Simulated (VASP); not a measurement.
Input of a VASP 6.6.1 run:

File INCAR:

```
SYSTEM = Ti
  ALGO = Normal
  EDIFF = 1E-6
  ENCUT = 520
  GGA = PE
  ISIF = 2
  ISMEAR = -1
  LASPH = .True.
  LCHARG = .True.
  LELF = .True.
  LREAL = .False.
  LVHAR = .True.
  LWAVE = .False.
  NBANDS = 19
  NELM = 80
  PREC = Accurate
  SIGMA = 1.0
```

KPOINTS

```
k-points
0
Gamma
  12 12 7
  0 0 0
```

POSCAR

```
Ti
1.0
    2.9390756844      0.0000000000      0.0000000000
   -1.4695378422      2.5453142064      0.0000000000
    0.0000000000      0.0000000000      4.6559893251
Ti
2
Direct
    0.3333333333      0.6666666667      0.2500000000
    0.6666666667      0.3333333333      0.7500000000
```

Potentials or basis: VASP PAW PBE potentials, release 64 (Ti_sv).

Launch:

```bash
$ cat potpaw_PBE.64/Ti_sv/POTCAR > POTCAR
$ mpirun -np 1 vasp_std > vasp.out
```

Task: What does it give for the pressure?

Result: 17.2 GPa.

Task: What does it give for the band gap on the k mesh?

Result: Zero (band 12 reaches 9.45 eV, above the bottom of band 13 at 8.24 eV).

Stress tensor (GPa, compression positive):
```
15.98  0.00  0.00
 0.00 15.98  0.00
 0.00  0.00 19.49
```
